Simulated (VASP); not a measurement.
Zn2BF, 4 atoms in the cell. The structure is hexagonal, space group P6/mmm (No. 191). Conventional cell: a = 3.999 Å, b = 3.999 Å, c = 4.040 Å, α = 90.00°, β = 90.00°, γ = 120.00°. Within 3.1 Å of Zn (site symmetry -6m2) lie 3 Zn at 2.31 Å and 3 B at 2.31 Å and 6 F at 3.07 Å. B (site symmetry 6/mmm) has 2 F at 2.02 Å and 6 Zn at 2.31 Å within 2.7 Å. Within 2.7 Å of F (site symmetry 6/mmm) lie 2 B at 2.02 Å. The cell was generated, and may not be a known phase.

```yaml
Program: VASP 6.6.1
Task: single point
Functional: PBE
Potentials_or_basis: VASP PAW PBE potentials, release 64 (Zn, B, F)
Cutoff: 600 eV
k_mesh: 4 × 4 × 4
Occupations: gaussian, width 0.15 eV
Spin: no spin polarisation
Dipole_correction: no
Further_INCAR_settings: ALGO = Normal; EDIFF = 1e-06; NBANDS = 25
```

Potentials or basis: VASP PAW PBE potentials, release 64 (Zn, B, F).

Command:

```sh
$ cat potpaw_PBE.64/Zn/POTCAR potpaw_PBE.64/B/POTCAR potpaw_PBE.64/F/POTCAR > POTCAR
$ mpirun -np 1 vasp_std > vasp.out
```

Hardware: 1 thread of AMD EPYC 9R45 (Zen 5), with other jobs on the host.

How long does it take, and how much memory?

Run time: 11 s on 1 thread of AMD EPYC 9R45 (Zen 5), with other jobs on the host, peak memory 0.14 GiB. Counts: scf iterations 14, k points 12.
